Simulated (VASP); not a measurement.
# Na (P6_3/mmc) in VASP: notebook

Na is run at these levels: r2SCAN; tasks: single point.

Program: VASP 6.6.1. These are calculated values, not measurements. Logs are shortened: lines on timing, memory, paths and dates and some standing lists are left out, and cuts for length are marked.

**1. The cell of the first run**

The structure is hexagonal, space group P6_3/mmc (No. 194). The conventional cell has a = 3.661 Å, b = 3.661 Å, c = 5.978 Å, α = 90.00°, β = 90.00°, γ = 120.00°. Na (site symmetry -6m2) has 12 Na at 3.66 Å within 4.8 Å.

This isn't the form of Na at room conditions, which is bcc.

**2. Single point, r2SCAN (34.69 Å³/atom)**

File POSCAR:

```
Na
1.0
    3.6608650254      0.0000000000      0.0000000000
   -1.8304325127      3.1704021119      0.0000000000
    0.0000000000      0.0000000000      5.9781925866
Na
2
Direct
    0.3333333333      0.6666666667      0.2500000000
    0.6666666667      0.3333333333      0.7500000000
```

File INCAR.step1:

```
  ALGO = Normal
  EDIFF = 1E-4
  ENCUT = 520
  GGA = PE
  ISMEAR = -1
  LASPH = True
  LCHARG = False
  LREAL = False
  LWAVE = True
  NBANDS = 14
  NELM = 60
  PREC = Accurate
  SIGMA = 0.1
```

File INCAR.step2:

```
  ALGO = Normal
  EDIFF = 1E-6
  ENCUT = 520
  ISIF = 2
  ISMEAR = -1
  ISTART = 1
  LASPH = True
  LCHARG = False
  LMIXTAU = True
  LREAL = False
  LWAVE = False
  METAGGA = R2SCAN
  NBANDS = 14
  NELM = 60
  PREC = Accurate
  SIGMA = 0.1
```

File KPOINTS:

```
k-points
0
Gamma
  11 11 6
```

Potentials or basis: VASP PAW PBE potentials, release 64 (Na_pv).

The run is started by

```
> cat potpaw_PBE.64/Na_pv/POTCAR > POTCAR
> cp INCAR.step1 INCAR
> mpirun -np 1 vasp_std > vasp.out
> cp INCAR.step2 INCAR
> mpirun -np 1 vasp_std > vasp.out
```

OUTCAR:

```text
EDIFF = 1E-6
   ENCUT = 520
   ISIF = 2
   ISMEAR = -1
   ISTART = 1
   LASPH = True
   LREAL = False
   METAGGA = R2SCAN
   NELM = 60
   PREC = Accurate

 ion  position               nearest neighbor table
   1  0.333  0.667  0.250-
   2  0.667  0.333  0.750-

  LATTYP: Found a hexagonal cell.
 ALAT       =     3.6608650254
 C/A-ratio  =     1.6330000000

  Lattice vectors:

 A1 = (   3.6608650254,   0.0000000000,   0.0000000000)
 A2 = (  -1.8304325127,   3.1704021119,   0.0000000000)
 A3 = (   0.0000000000,   0.0000000000,   5.9781925866)

Analysis of symmetry for initial positions (statically):
=====================================================================
 Subroutine PRICEL returns:
 Original cell was already a primitive cell.

 Routine SETGRP: Setting up the symmetry group for a
 hexagonal supercell.

 Subroutine GETGRP returns: Found 24 space group operations
 (whereof 12 operations were pure point group operations)
 out of a pool of 24 trial point group operations.

The static configuration has the point symmetry D_3d.
 The point group associated with its full space group is D_6h.

Analysis of symmetry for dynamics (positions and initial velocities):
=====================================================================
 Subroutine PRICEL returns:
 Original cell was already a primitive cell.

 Routine SETGRP: Setting up the symmetry group for a
 hexagonal supercell.

 Subroutine GETGRP returns: Found 24 space group operations
 (whereof 12 operations were pure point group operations)
 out of a pool of 24 trial point group operations.

The dynamic configuration has the point symmetry D_3d.
 The point group associated with its full space group is D_6h.

 Subroutine INISYM returns: Found 24 space group operations
 (whereof 12 operations are pure point group operations),
 and found     1 'primitive' translations

----------------------------------------------------------------------------------------

                                     Primitive cell

  volume of cell :      69.3854

  direct lattice vectors                    reciprocal lattice vectors
     3.660865025  0.000000000  0.000000000     0.273159484  0.157708701  0.000000000
    -1.830432513  3.170402112  0.000000000     0.000000000  0.315417403  0.000000000
     0.000000000  0.000000000  5.978192587     0.000000000  0.000000000  0.167274638

  length of vectors
     3.660865025  3.660865025  5.978192587     0.315417403  0.315417403  0.167274638

  position of ions in fractional coordinates (direct lattice)
     0.333333333  0.666666667  0.250000000
     0.666666667  0.333333333  0.750000000

  ion indices of the primitive-cell ions
   primitive index   ion index
                 1           1
                 2           2

----------------------------------------------------------------------------------------

 KPOINTS: k-points

Automatic generation of k-mesh.
 Grid dimensions read from file:
 generate k-points for:   11   11    6

 Generating k-lattice:

  Cartesian coordinates                     Fractional coordinates (reciprocal lattice)
     0.024832680  0.014337155  0.000000000     0.090909091 -0.000000000  0.000000000
     0.000000000  0.028674309  0.000000000     0.000000000  0.090909091  0.000000000
     0.000000000  0.000000000  0.027879106     0.000000000  0.000000000  0.166666667

  Length of vectors
     0.028674309  0.028674309  0.027879106

  Shift w.r.t. Gamma in fractional coordinates (k-lattice)
     0.000000000  0.000000000  0.000000000

 Subroutine IBZKPT returns following result:
 ===========================================

 Found     64 irreducible k-points:

 Following reciprocal coordinates:
            Coordinates               Weight
  0.000000  0.000000  0.000000      1.000000
  0.090909  0.000000  0.000000      6.000000
  0.181818  0.000000  0.000000      6.000000
  0.272727  0.000000  0.000000      6.000000
  0.363636 -0.000000  0.000000      6.000000
  0.454545 -0.000000  0.000000      6.000000
[... 16 lines left out ...]
  0.090909  0.090909  0.166667     12.000000
  0.181818  0.090909  0.166667     24.000000
 [... further k-points ...]
   k-points           NKPTS =     64   k-points in BZ     NKDIM =     64   number of bands    NBANDS=     14
   number of dos      NEDOS =    301   number of ions     NIONS =      2
   total plane-waves  NPLWV =  37632
   dimension x,y,z NGX =    28 NGY =   28 NGZ =   48
   dimension x,y,z NGXF=    56 NGYF=   56 NGZF=   96
   ions per type =               2
   NGX,Y,Z   is equivalent  to a cutoff of  12.72, 12.72, 13.35 a.u.
   NGXF,Y,Z  is equivalent  to a cutoff of  25.43, 25.43, 26.70 a.u.
 SYSTEM =  unknown system
   PREC   = accura    normal or accurate (medium, high low for compatibility)
   ISTART =      1    job   : 0-new  1-cont  2-samecut
   ICHARG =      0    charge: 1-file 2-atom 10-const
   ISPIN  =      1    spin polarized calculation?
   LNONCOLLINEAR =      F non collinear calculations
   LSORBIT =      F    spin-orbit coupling
   LASPH  =      T    aspherical Exc in radial PAW
   ENCUT  =  520.0 eV  38.22 Ry    6.18 a.u.   6.81  6.81 11.12*2*pi/ulx,y,z
   NELM   =     60;   NELMIN=  2; NELMDL=  0     # of ELM steps
   EDIFF  = 0.1E-05   stopping-criterion for ELM
   LREAL  =      F    real-space projection
   EDIFFG = 0.1E-04   stopping-criterion for IOM
   NSW    =      0    number of steps for IOM
   IBRION =     -1    ionic relax: 0-MD 1-quasi-New 2-CG
   NFREE  =      0    steps in history (QN), initial steepest desc. (CG)
   ISIF   =      2    stress and relaxation
   ISYM   =      2    0-nonsym 1-usesym 2-fastsym
   POTIM  = 0.5000    time-step for ionic-motion
   TEBEG  =    0.0;   TEEND  =   0.0 temperature during run
   PSTRESS=    0.0 pullay stress
   NELECT =      14.0000    total number of electrons
   NUPDOWN=      -1.0000    fix difference up-down
   EMIN   =  10.00;   EMAX   =-10.00  energy-range for DOS
   EFERMI =   0.00;   METHOD = LEGACY
   ISMEAR =    -1;   SIGMA  =   0.10  broadening in eV -4-tet -1-fermi 0-gaus
   EFERMI_NEDOS =   21; number of points for ismear=-14 and -15
   IALGO  =     38    algorithm
   IMIX   =      4    mixing-type and parameters
     AMIX     =   0.40;   BMIX     =  1.00
     AMIX_MAG =   1.60;   BMIX_MAG =  1.00
  volume/ion in A,a.u.               =      34.69       234.12
  Fermi-wavevector in a.u.,A,eV,Ry     =   0.960200  1.814514 12.544344  0.921983
  Thomas-Fermi vector in A             =   2.089463
   LORBIT       =      0    0 simple, 1 ext, 2 COOP (PROOUT), +10 PAW based schemes
   METAGGA = R2SCAN    functional components
   LHFCALC =     F    Hartree Fock is set to
   AEXX    =    0.0000 exact exchange contribution
   IVDW    =     0    specifies the selected vdW correction
   LEPSILON=     F    determine dielectric tensor
   LRPA    =     F    only Hartree local field effects (RPA)
 non-spin polarized calculation
  energy-cutoff  :      520.00
  volume of cell :       69.39
 maximum number of plane-waves:      1884
 NGX is ok and might be reduce to    28
   NGX = 13   NGY = 13   NGZ = 23

 number of electron      13.9999984 magnetization

 Free energy of the ion-electron system (eV)
  ---------------------------------------------------
  ext. energy  EPLUGINS =         0.00000000
  ---------------------------------------------------
  free energy    TOTEN  =        -7.10609137 eV

  energy without entropy =       -7.07292413  energy(sigma->0) =       -7.08950775

 E-fermi :   0.5615     XC(G=0):  -7.1107

 val. band max:        0.5370008937   @ k =   0.1818   0.0000   0.1667
 cond. band min:       0.5820632673   @ k =   0.2727   0.2727   0.1667
 fundamental gap:      0.0450623736
 Fermi energy:         0.5614843736

 k-point     1 :       0.0000    0.0000    0.0000
  band No.  band energies     occupation
      1     -25.4546      2.00000
      2     -25.4162      2.00000
      3     -25.4159      2.00000
      4     -25.4101      2.00000
      5     -25.4098      2.00000
      6     -25.4094      2.00000
      7      -3.0919      2.00000
      8       1.0488      0.01519
      9       1.7838      0.00001
     10      11.5623      0.00000
     11      11.5627      0.00000
     12      12.0643      0.00000
     13      12.1849      0.00000
     14      12.1850      0.00000

 k-point     2 :       0.0909    0.0000    0.0000
  band No.  band energies     occupation
      1     -25.4534      2.00000
      2     -25.4186      2.00000
      3     -25.4169      2.00000
      4     -25.4126      2.00000
      5     -25.4104      2.00000
      6     -25.4099      2.00000
      7      -2.9553      2.00000
      8       1.1702      0.00453
      9       1.9122      0.00000
     10       9.6008      0.00000
     11      10.7955      0.00000
     12      11.2053      0.00000
     13      12.9678      0.00000
     14      13.0456      0.00000

 k-point     3 :       0.1818    0.0000    0.0000
  band No.  band energies     occupation
      1     -25.4499      2.00000
      2     -25.4259      2.00000
      3     -25.4200      2.00000
      4     -25.4192      2.00000
      5     -25.4117      2.00000
      6     -25.4112      2.00000
      7      -2.5478      2.00000
      8       1.5350      0.00012
      9       2.2872      0.00000
     10       7.3836      0.00000
     11       9.9344      0.00000
     12       9.9679      0.00000
     13      11.0270      0.00000
     14      12.7010      0.00000

 k-point     4 :       0.2727    0.0000    0.0000
  band No.  band energies     occupation
      1     -25.4449      2.00000
      2     -25.4356      2.00000
      3     -25.4295      2.00000
      4     -25.4220      2.00000
      5     -25.4135      2.00000
      6     -25.4134      2.00000
      7      -1.8760      2.00000
      8       2.1446      0.00000
      9       2.8524      0.00000
     10       5.3917      0.00000
     11       8.6995      0.00000
     12       8.9378      0.00000
     13       9.3339      0.00000
     14      11.5551      0.00000

 k-point     5 :       0.3636   -0.0000    0.0000
  band No.  band energies     occupation
      1     -25.4446      2.00000
      2     -25.4394      2.00000
      3     -25.4379      2.00000
      4     -25.4246      2.00000
      5     -25.4165      2.00000
      6     -25.4150      2.00000
      7      -0.9511      2.00000
      8       2.9569      0.00000
      9       3.0011      0.00000
     10       4.2917      0.00000
     11       7.0806      0.00000
[... 276 lines left out ...]
 k-point    22 :       0.4545   -0.0000    0.1667
  band No.  band energies     occupation
      1     -25.4516      2.00000
      2     -25.4449      2.00000
      3     -25.4319      2.00000
      4     -25.4254      2.00000
      5     -25.4189      2.00000
      6     -25.4166      2.00000
      7       0.3241      1.82970
      8       1.7071      0.00002
      9       3.2590      0.00000
     10       4.5927      0.00000
     11       6.0984      0.00000
     12       7.2282      0.00000
     13       8.7969      0.00000
     14      10.3879      0.00000

 k-point    23 :       0.0909    0.0909    0.1667
  band No.  band energies     occupation
      1     -25.4487      2.00000
      2     -25.4223      2.00000
      3     -25.4205      2.00000
      4     -25.4173      2.00000
      5     -25.4122      2.00000
      6     -25.4119      2.00000
      7      -2.5552      2.00000
      8       0.4104      1.63839
      9       3.3772      0.00000
     10       8.3900      0.00000
     11       9.0246      0.00000
     12      10.9770      0.00000
     13      11.2478      0.00000
     14      11.9590      0.00000

 k-point    24 :       0.1818    0.0909    0.1667
  band No.  band energies     occupation
      1     -25.4457      2.00000
      2     -25.4297      2.00000
      3     -25.4279      2.00000
      4     -25.4205      2.00000
      5     -25.4143      2.00000
      6     -25.4132      2.00000
      7      -2.0169      2.00000
      8       0.9145      0.05692
      9       3.8218      0.00000
     10       6.5000      0.00000
     11       7.8744      0.00000
     12       9.3317      0.00000
     13      10.4900      0.00000
     14      11.5602      0.00000

 [... further k-points ...]

------------------------ aborting loop because EDIFF is reached ----------------------------------------

  FORCE on cell =-STRESS in cart. coord.  units (eV):
  Direction    XX          YY          ZZ          XY          YZ          ZX
  --------------------------------------------------------------------------------------
  -------------------------------------------------------------------------------------
  Total        0.3042618      0.3042618      0.3866027      0.0000000     -0.0000000      0.0000000
  in kB        7.0257081      7.0257081      8.9270399      0.0000000     -0.0000000      0.0000000
  external PRESSURE =       7.6594854 kB  Pullay stress =       0.0000000 kB

 VOLUME and BASIS-vectors are now :
 -----------------------------------------------------------------------------
  energy-cutoff  :      520.00
  volume of cell :       69.39
      direct lattice vectors                 reciprocal lattice vectors
     3.660865025  0.000000000  0.000000000     0.273159484  0.157708701  0.000000000
    -1.830432513  3.170402112  0.000000000     0.000000000  0.315417403  0.000000000
     0.000000000  0.000000000  5.978192587     0.000000000  0.000000000  0.167274638

 POSITION                                       TOTAL-FORCE (eV/Angst)
 -----------------------------------------------------------------------------------
     -0.00000      2.11360      1.49455        -0.000000      0.000000      0.000000
      1.83043      1.05680      4.48364         0.000000      0.000000     -0.000000
 -----------------------------------------------------------------------------------
    total drift:                               -0.000000      0.000000      0.000000

  FREE ENERGIE OF THE ION-ELECTRON SYSTEM (eV)
  ---------------------------------------------------
  free  energy   TOTEN  =        -7.1060913664 eV

  energy  without entropy=       -7.0729241292  energy(sigma->0) =       -7.08950775
```

It took 4.5 min on 1 thread of AMD EPYC 7R13, shared host; peak memory 0.18 GiB.

What came out:

```
Free energy            : -7.1061 eV
Pressure               : 0.8 GPa
Band gap on the k mesh : zero (bands 7 and 8 overlap by 4.39 eV)
```

Caveat: the PAW data sets were made with another functional, which shifts forces and pressure a little.

**3. Single point, r2SCAN (36.20 Å³/atom)**

This run uses another cell than the first one, of 36.20 Å³/atom.

File POSCAR:

```
Na
1.0
    3.7131701639      0.0000000000      0.0000000000
   -1.8565850820      3.2156996905      0.0000000000
    0.0000000000      0.0000000000      6.0636068777
Na
2
Direct
    0.3333333333      0.6666666667      0.2500000000
    0.6666666667      0.3333333333      0.7500000000
```

File INCAR.step1:

```
SYSTEM = Na
ALGO = Normal
EDIFF = 1E-4
ENCUT = 520
GGA = PE
ISMEAR = -1
LASPH = .True.
LCHARG = .False.
LREAL = .False.
LWAVE = .True.
NBANDS = 14
NELM = 100
PREC = Accurate
SIGMA = 0.1
```

File INCAR.step2:

```
SYSTEM = Na
ALGO = Normal
EDIFF = 1E-7
ENCUT = 520
ISIF = 2
ISMEAR = -1
ISTART = 1
LASPH = .True.
LCHARG = .True.
LELF = .True.
LMIXTAU = .True.
LREAL = .False.
LVHAR = .True.
LWAVE = .False.
METAGGA = R2SCAN
NBANDS = 14
NELM = 100
PREC = Accurate
SIGMA = 0.1
```

File KPOINTS:

```
k-points
0
Gamma
  11 11 6
  0 0 0
```

Potentials or basis: VASP PAW PBE potentials, release 64 (Na_pv).

The run is started by

```
> cat potpaw_PBE.64/Na_pv/POTCAR > POTCAR
> cp INCAR.step1 INCAR
> mpirun -np 1 vasp_std > vasp.out
> cp INCAR.step2 INCAR
> mpirun -np 1 vasp_std > vasp.out
```

Run time: 7.9 min. Hardware: 1 thread of AMD EPYC 7R13, shared host; peak memory 0.18 GiB.

The run converged. Its results:

- Free energy: -7.1157 eV
- Pressure: 0.3 GPa
- Band gap on the k mesh: zero (bands 7 and 8 overlap by 4.29 eV)

Stress tensor (GPa, compression positive):
```
0.29 0.00 0.00
0.00 0.29 0.00
0.00 0.00 0.43
```

Levels at points of the mesh, in eV from the Fermi level:
```
           k point  band 5  band 6  band 7  band 8  band 9  band 10
(0.00, 0.00, 0.00)  -26.00  -26.00   -3.56    0.48    1.18    10.76
(0.00, 0.00, 0.50)  -26.01  -26.01   -2.44   -2.44    6.00     6.00
```

Caveat: the PAW data sets were made with another functional, which shifts forces and pressure a little.

The gap in the log of VASP goes by the Fermi energy; the results here count the filled bands.